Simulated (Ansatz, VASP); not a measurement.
## PbS: VASP beside Ansatz

```
Pb S
1.0
     0.00000    2.92493    2.92493
     2.92493    0.00000    2.92493
     2.92493    2.92493    0.00000
Pb S
1 1
Direct
  0.00000 0.00000 0.00000
  0.50000 0.50000 0.50000
```

Change from the starting cell: volume scaled by 0.96.

Alike in both runs: task single point; functional LDA; k mesh 8 × 8 × 8; occupations fermi-dirac, width 0.01 eV; no spin polarisation.

|  | VASP | Ansatz |
| --- | --- | --- |
| version | VASP 6.6.1 | Ansatz 0.2.0 |
| potentials or method | VASP PAW LDA potentials, release 64 (Pb_d, S), cutoff 520 eV | all-electron LAPW, scalar-relativistic |

```csv
,VASP,Ansatz,Ansatz less VASP
pressure (GPa),-0.1,-0.1,-0.04
```

LDA's correlation is that of Perdew and Zunger in VASP and of Perdew and Wang (1992) in Ansatz. Ansatz ran all-electron here, and VASP with PAW potentials.

Spin-orbit coupling is off throughout.
